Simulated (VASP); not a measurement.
**BAs: single point with PBE**

The system is BAs.

```
B As
1.0
     0.00000    2.48754    2.48754
     2.48754    0.00000    2.48754
     2.48754    2.48754    0.00000
B As
1 1
Direct
  0.00000 0.00000 0.00000
  0.25000 0.25000 0.25000
```

This cell differs from its parent crystal: strain +4.0%.

```yaml
Program: VASP 6.6.1
Task: single point
Functional: PBE
Potentials_or_basis: VASP PAW PBE potentials, release 64 (B, As)
Cutoff: 500 eV
k_mesh: 6 × 6 × 6
Occupations: gaussian, width 0.01 eV
Spin: no spin polarisation
```

```json
{
 "Pressure": "-10.5 GPa",
 "Band gap on the k mesh": "1.37 eV, indirect (least direct gap 3.13 eV)"
}
```

Levels at points of the mesh, in eV from the valence-band top:
```tsv
k point	band 1	band 2	band 3	band 4	band 5	band 6	band 7	band 8	band 9
(0.00, 0.00, 0.00)	-14.35	0.00	0.00	0.00	3.13	3.13	3.13	3.20	9.03
(0.50, 0.00, 0.00)	-11.90	-7.95	-1.62	-1.62	2.02	4.63	4.63	8.58	11.88
(0.50, 0.50, 0.00)	-10.78	-7.88	-3.59	-3.59	1.54	1.56	10.24	10.24	11.83
```

Run time: 5.6 s on 1 thread of Intel(R) Xeon(R) Platinum 8488C (Sapphire Rapids), with other jobs on the host, peak memory 0.15 GiB.

Caveat: the cell differs from its parent crystal (strain +4.0%). A k mesh can miss the band edges.
